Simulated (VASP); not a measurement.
BP, 2 atoms in the cell. It takes space group F-43m (No. 216, cubic). The conventional cell has a = 4.491 Å, b = 4.491 Å, c = 4.491 Å, α = 90.00°, β = 90.00°, γ = 90.00°. B (site symmetry -43m) has 4 P at 1.94 Å within 2.6 Å. P (site symmetry -43m) has 4 B at 1.94 Å within 2.6 Å. 

- Program: VASP 6.6.1
- Task: relaxation of cell and atoms
- Functional: LDA
- Potentials or basis: VASP PAW LDA potentials, release 64 (B, P)
- Cutoff: 600 eV
- k mesh: 8 × 8 × 8
- Occupations: fermi-dirac, width 0.02 eV
- Spin: no spin polarisation
- Dipole correction: no
- Further INCAR settings: ALGO = Normal; EDIFF = 1e-06; IBRION = 2; EDIFFG = -0.03; NSW = 80; ISIF = 3

Potentials or basis: VASP PAW LDA potentials, release 64 (B, P).

Launch:

```sh
$ cat potpaw_LDA.64/B/POTCAR potpaw_LDA.64/P/POTCAR > POTCAR
$ mpirun -np 1 vasp_std > vasp.out
```

Hardware: 1 thread of AMD EPYC 7R13 Processor (Zen 3), on a shared host.

Q: Estimate the wall time of this run.

A: Wall time 5.9 s on 1 thread of AMD EPYC 7R13 Processor (Zen 3), on a shared host, peak memory 0.1 GiB. Counts: scf iterations 12, k points 29, ion steps 1.
